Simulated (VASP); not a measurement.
# CsCl (Pm-3m) in VASP: a series of runs

CsCl is run at these levels: PBE, r2SCAN; tasks: single point, relaxation of cell and atoms.

Everything below comes from runs of VASP 6.6.1. Logs are shortened: lines on timing, memory, paths and dates and some standing lists are left out, and cuts for length are marked.

### Step 1. The cell of the first run

It takes space group Pm-3m (No. 221, cubic). Conventional cell: a = 4.203 Å, b = 4.203 Å, c = 4.203 Å, α = 90.00°, β = 90.00°, γ = 90.00°. Cs (site symmetry m-3m) has 8 Cl at 3.64 Å and 6 Cs at 4.20 Å within 4.8 Å. Within 4.8 Å of Cl (site symmetry m-3m) lie 8 Cs at 3.64 Å and 6 Cl at 4.20 Å.

### Step 2. Single point, PBE

Contents of INCAR:

```
SYSTEM = CsCl
PREC     = Accurate       ! precision mode
ENCUT    = 500            ! plane-wave cutoff, eV
EDIFF    = 1E-6           ! SCF threshold, eV
ISMEAR   = -1             ! smearing method
SIGMA    = 0.02           ! smearing width, eV
LREAL    = .FALSE.        ! projectors in reciprocal space
LASPH    = .TRUE.         ! aspherical terms in the spheres
NELM     = 120            ! most SCF steps
ALGO     = Normal         ! electronic algorithm
ISIF     = 2              ! what is computed and relaxed
LWAVE    = .FALSE.        ! write WAVECAR
LCHARG   = .FALSE.        ! write CHGCAR
GGA      = PE             ! functional
NBANDS   = 15             ! bands
GGA_COMPAT= .FALSE.
```

Contents of KPOINTS:

```
Automatic mesh
0
G
  6 6 6
  0 0 0
```

Contents of POSCAR:

```
CsCl
1.0
    4.2029290382      0.0000000000      0.0000000000
    0.0000000000      4.2029290382      0.0000000000
    0.0000000000      0.0000000000      4.2029290382
Cs Cl
1 1
Direct
    0.0000000000      0.0000000000      0.0000000000
    0.5000000000      0.5000000000      0.5000000000
```

Potentials or basis: VASP PAW PBE potentials, release 64 (Cs_sv, Cl).

Started as:

```sh
cat potpaw_PBE.64/Cs_sv/POTCAR potpaw_PBE.64/Cl/POTCAR > POTCAR
mpirun -np 1 vasp_std > vasp.out
```

OUTCAR:

```text
SYSTEM = CsCl
   PREC = Accurate
   ENCUT = 500
   EDIFF = 1E-6
   ISMEAR = -1
   LREAL = .FALSE.
   LASPH = .TRUE.
   NELM = 120
   ISIF = 2
   GGA = PE

 ion  position               nearest neighbor table
   1  0.000  0.000  0.000-
   2  0.500  0.500  0.500-

  LATTYP: Found a simple cubic cell.
 ALAT       =     4.2029290382

  Lattice vectors:

 A1 = (   4.2029290382,   0.0000000000,   0.0000000000)
 A2 = (   0.0000000000,   4.2029290382,   0.0000000000)
 A3 = (   0.0000000000,   0.0000000000,   4.2029290382)

Analysis of symmetry for initial positions (statically):
=====================================================================
 Subroutine PRICEL returns:
 Original cell was already a primitive cell.

 Routine SETGRP: Setting up the symmetry group for a
 simple cubic supercell.

 Subroutine GETGRP returns: Found 48 space group operations
 (whereof 48 operations were pure point group operations)
 out of a pool of 48 trial point group operations.

The static configuration has the point symmetry O_h .

Analysis of symmetry for dynamics (positions and initial velocities):
=====================================================================
 Subroutine PRICEL returns:
 Original cell was already a primitive cell.

 Routine SETGRP: Setting up the symmetry group for a
 simple cubic supercell.

 Subroutine GETGRP returns: Found 48 space group operations
 (whereof 48 operations were pure point group operations)
 out of a pool of 48 trial point group operations.

The dynamic configuration has the point symmetry O_h .

 Subroutine INISYM returns: Found 48 space group operations
 (whereof 48 operations are pure point group operations),
 and found     1 'primitive' translations

----------------------------------------------------------------------------------------

                                     Primitive cell

  volume of cell :      74.2431

  direct lattice vectors                    reciprocal lattice vectors
     4.202929038  0.000000000  0.000000000     0.237929309  0.000000000  0.000000000
     0.000000000  4.202929038  0.000000000     0.000000000  0.237929309  0.000000000
     0.000000000  0.000000000  4.202929038     0.000000000  0.000000000  0.237929309

  length of vectors
     4.202929038  4.202929038  4.202929038     0.237929309  0.237929309  0.237929309

  position of ions in fractional coordinates (direct lattice)
     0.000000000  0.000000000  0.000000000
     0.500000000  0.500000000  0.500000000

  ion indices of the primitive-cell ions
   primitive index   ion index
                 1           1
                 2           2

----------------------------------------------------------------------------------------

 KPOINTS: Automatic mesh

Automatic generation of k-mesh.
 Grid dimensions read from file:
 generate k-points for:    6    6    6

 Generating k-lattice:

  Cartesian coordinates                     Fractional coordinates (reciprocal lattice)
     0.039654885  0.000000000  0.000000000     0.166666667  0.000000000  0.000000000
     0.000000000  0.039654885  0.000000000     0.000000000  0.166666667  0.000000000
     0.000000000  0.000000000  0.039654885     0.000000000  0.000000000  0.166666667

  Length of vectors
     0.039654885  0.039654885  0.039654885

  Shift w.r.t. Gamma in fractional coordinates (k-lattice)
     0.000000000  0.000000000  0.000000000

 Subroutine IBZKPT returns following result:
 ===========================================

 Found     20 irreducible k-points:

 Following reciprocal coordinates:
            Coordinates               Weight
  0.000000  0.000000  0.000000      1.000000
  0.166667  0.000000  0.000000      6.000000
  0.333333  0.000000  0.000000      6.000000
  0.500000  0.000000  0.000000      3.000000
  0.166667  0.166667  0.000000     12.000000
  0.333333  0.166667  0.000000     24.000000
[... 12 lines left out ...]
  0.500000  0.500000  0.333333      6.000000
  0.500000  0.500000  0.500000      1.000000
   k-points           NKPTS =     20   k-points in BZ     NKDIM =     20   number of bands    NBANDS=     15
   number of dos      NEDOS =    301   number of ions     NIONS =      2
   total plane-waves  NPLWV =  32768
   dimension x,y,z NGX =    32 NGY =   32 NGZ =   32
   dimension x,y,z NGXF=    64 NGYF=   64 NGZF=   64
   ions per type =               1   1
   NGX,Y,Z   is equivalent  to a cutoff of  12.66, 12.66, 12.66 a.u.
   NGXF,Y,Z  is equivalent  to a cutoff of  25.32, 25.32, 25.32 a.u.
 SYSTEM =  CsCl
   PREC   = accura    normal or accurate (medium, high low for compatibility)
   ISTART =      0    job   : 0-new  1-cont  2-samecut
   ICHARG =      2    charge: 1-file 2-atom 10-const
   ISPIN  =      1    spin polarized calculation?
   LNONCOLLINEAR =      F non collinear calculations
   LSORBIT =      F    spin-orbit coupling
   LASPH  =      T    aspherical Exc in radial PAW
   ENCUT  =  500.0 eV  36.75 Ry    6.06 a.u.   7.66  7.66  7.66*2*pi/ulx,y,z
   NELM   =    120;   NELMIN=  2; NELMDL= -5     # of ELM steps
   EDIFF  = 0.1E-05   stopping-criterion for ELM
   LREAL  =      F    real-space projection
   EDIFFG = 0.1E-04   stopping-criterion for IOM
   NSW    =      0    number of steps for IOM
   IBRION =     -1    ionic relax: 0-MD 1-quasi-New 2-CG
   NFREE  =      0    steps in history (QN), initial steepest desc. (CG)
   ISIF   =      2    stress and relaxation
   ISYM   =      2    0-nonsym 1-usesym 2-fastsym
   POTIM  = 0.5000    time-step for ionic-motion
   TEBEG  =    0.0;   TEEND  =   0.0 temperature during run
   PSTRESS=    0.0 pullay stress
   NELECT =      16.0000    total number of electrons
   NUPDOWN=      -1.0000    fix difference up-down
   EMIN   =  10.00;   EMAX   =-10.00  energy-range for DOS
   EFERMI =   0.00;   METHOD = LEGACY
   ISMEAR =    -1;   SIGMA  =   0.02  broadening in eV -4-tet -1-fermi 0-gaus
   EFERMI_NEDOS =   21; number of points for ismear=-14 and -15
   IALGO  =     38    algorithm
   IMIX   =      4    mixing-type and parameters
     AMIX     =   0.40;   BMIX     =  1.00
     AMIX_MAG =   1.60;   BMIX_MAG =  1.00
  volume/ion in A,a.u.               =      37.12       250.51
  Fermi-wavevector in a.u.,A,eV,Ry     =   0.981513  1.854791 13.107417  0.963368
  Thomas-Fermi vector in A             =   2.112525
   LORBIT       =      0    0 simple, 1 ext, 2 COOP (PROOUT), +10 PAW based schemes
   GGA     = PE    functional components
   LHFCALC =     F    Hartree Fock is set to
   AEXX    =    0.0000 exact exchange contribution
   IVDW    =     0    specifies the selected vdW correction
   LEPSILON=     F    determine dielectric tensor
   LRPA    =     F    only Hartree local field effects (RPA)
 non-spin polarized calculation
  energy-cutoff  :      500.00
  volume of cell :       74.24
 maximum number of plane-waves:      1924
 NGX is ok and might be reduce to    32
   NGX = 15   NGY = 15   NGZ = 15

 number of electron      15.9999991 magnetization

 Free energy of the ion-electron system (eV)
  ---------------------------------------------------
  ext. energy  EPLUGINS =         0.00000000
  ---------------------------------------------------
  free energy    TOTEN  =        -6.54114867 eV

  energy without entropy =       -6.54114867  energy(sigma->0) =       -6.54114867

 E-fermi :  -0.1878     XC(G=0):  -7.9961

 val. band max:       -0.6056310967   @ k =   0.0000   0.0000   0.0000
 cond. band min:       4.4011472713   @ k =   0.0000   0.0000   0.0000
 fundamental gap:      5.0067783680
 Fermi energy:        -0.1878498030

 k-point     1 :       0.0000    0.0000    0.0000
  band No.  band energies     occupation
      1     -20.0725      2.00000
      2     -12.7089      2.00000
      3      -6.5967      2.00000
      4      -6.5967      2.00000
      5      -6.5967      2.00000
      6      -0.6056      2.00000
      7      -0.6056      2.00000
      8      -0.6056      2.00000
      9       4.4011      0.00000
     10       4.8313      0.00000
     11       4.8313      0.00000
     12       9.2099      0.00000
     13       9.2099      0.00000
     14       9.2099      0.00000
     15      12.3825      0.00000

 k-point     2 :       0.1667    0.0000    0.0000
  band No.  band energies     occupation
      1     -20.0567      2.00000
      2     -12.7145      2.00000
      3      -6.7276      2.00000
      4      -6.5690      2.00000
      5      -6.5690      2.00000
      6      -0.9179      2.00000
      7      -0.6509      2.00000
      8      -0.6509      2.00000
      9       4.9861      0.00000
     10       5.0047      0.00000
     11       5.4286      0.00000
     12       8.9983      0.00000
     13       8.9983      0.00000
     14       9.3529      0.00000
     15      11.0202      0.00000

 k-point     3 :       0.3333    0.0000    0.0000
  band No.  band energies     occupation
      1     -20.0246      2.00000
      2     -12.7278      2.00000
      3      -6.9652      2.00000
      4      -6.5122      2.00000
      5      -6.5122      2.00000
      6      -1.4356      2.00000
      7      -0.7450      2.00000
      8      -0.7450      2.00000
      9       5.4510      0.00000
     10       6.1062      0.00000
     11       6.9298      0.00000
     12       8.7281      0.00000
     13       8.7281      0.00000
     14       9.3969      0.00000
     15       9.7026      0.00000

 k-point     4 :       0.5000    0.0000    0.0000
  band No.  band energies     occupation
      1     -20.0084      2.00000
      2     -12.7355      2.00000
      3      -7.0734      2.00000
      4      -6.4831      2.00000
      5      -6.4831      2.00000
      6      -1.6596      2.00000
      7      -0.7938      2.00000
      8      -0.7938      2.00000
      9       5.7730      0.00000
     10       6.7239      0.00000
     11       7.9093      0.00000
     12       8.6527      0.00000
     13       8.6527      0.00000
     14       8.6628      0.00000
     15       9.9307      0.00000
[... 235 lines left out ...]
 k-point    18 :       0.5000    0.3333    0.3333
  band No.  band energies     occupation
      1     -19.9267      2.00000
      2     -12.5984      2.00000
      3      -7.1350      2.00000
      4      -6.9810      2.00000
      5      -6.9270      2.00000
      6      -1.3902      2.00000
      7      -1.3535      2.00000
      8      -1.1370      2.00000
      9       6.6980      0.00000
     10       7.2521      0.00000
     11       7.5941      0.00000
     12       8.0518      0.00000
     13       8.4711      0.00000
     14       9.8557      0.00000
     15      11.6464      0.00000

 k-point    19 :       0.5000    0.5000    0.3333
  band No.  band energies     occupation
      1     -19.9132      2.00000
      2     -12.5787      2.00000
      3      -7.1117      2.00000
      4      -7.1117      2.00000
      5      -6.9100      2.00000
      6      -1.4299      2.00000
      7      -1.4299      2.00000
      8      -1.3644      2.00000
      9       7.0317      0.00000
     10       7.4959      0.00000
     11       7.4959      0.00000
     12       7.8906      0.00000
     13       9.9440      0.00000
     14       9.9440      0.00000
     15      11.3617      0.00000

 k-point    20 :       0.5000    0.5000    0.5000
  band No.  band energies     occupation
      1     -19.8998      2.00000
      2     -12.5617      2.00000
      3      -7.0615      2.00000
      4      -7.0615      2.00000
      5      -7.0615      2.00000
      6      -1.5661      2.00000
      7      -1.5661      2.00000
      8      -1.5661      2.00000
      9       7.6396      0.00000
     10       7.6396      0.00000
     11       7.6396      0.00000
     12       9.5925      0.00000
     13       9.5925      0.00000
     14       9.5925      0.00000
     15      11.4136      0.00000

------------------------ aborting loop because EDIFF is reached ----------------------------------------

  FORCE on cell =-STRESS in cart. coord.  units (eV):
  Direction    XX          YY          ZZ          XY          YZ          ZX
  --------------------------------------------------------------------------------------
  -------------------------------------------------------------------------------------
  Total        0.0172673      0.0172673      0.0172673      0.0000000      0.0000000      0.0000000
  in kB        0.3726313      0.3726313      0.3726313      0.0000000      0.0000000      0.0000000
  external PRESSURE =       0.3726313 kB  Pullay stress =       0.0000000 kB

 VOLUME and BASIS-vectors are now :
 -----------------------------------------------------------------------------
  energy-cutoff  :      500.00
  volume of cell :       74.24
      direct lattice vectors                 reciprocal lattice vectors
     4.202929038  0.000000000  0.000000000     0.237929309  0.000000000  0.000000000
     0.000000000  4.202929038  0.000000000     0.000000000  0.237929309  0.000000000
     0.000000000  0.000000000  4.202929038     0.000000000  0.000000000  0.237929309

 POSITION                                       TOTAL-FORCE (eV/Angst)
 -----------------------------------------------------------------------------------
      0.00000      0.00000      0.00000         0.000000      0.000000      0.000000
      2.10146      2.10146      2.10146         0.000000      0.000000      0.000000
 -----------------------------------------------------------------------------------
    total drift:                                0.000000      0.000000     -0.000000

  FREE ENERGIE OF THE ION-ELECTRON SYSTEM (eV)
  ---------------------------------------------------
  free  energy   TOTEN  =        -6.5411486707 eV

  energy  without entropy=       -6.5411486707  energy(sigma->0) =       -6.54114867
```

It took 18 s on 1 thread of Intel Xeon 8259CL, shared host; peak memory 0.18 GiB.

Results:

```
Free energy            : -6.5411 eV
Pressure               : 0.0 GPa
Band gap on the k mesh : 5.01 eV
```

Levels at points of the mesh, in eV from the valence-band top:
```
           k point  band 5  band 6  band 7  band 8  band 9  band 10  band 11  band 12
(0.00, 0.00, 0.00)   -5.99    0.00    0.00    0.00    5.01     5.44     5.44     9.82
(0.50, 0.00, 0.00)   -5.88   -1.05   -0.19   -0.19    6.38     7.33     8.51     9.26
(0.50, 0.50, 0.00)   -5.80   -0.41   -0.41   -0.03    5.89     5.97     7.90     7.90
(0.50, 0.50, 0.50)   -6.46   -0.96   -0.96   -0.96    8.25     8.25     8.25    10.20
```

Caveat: spin-orbit coupling is left out, which moves the levels of the heavy elements.

(Continued in part 2 of 2.)
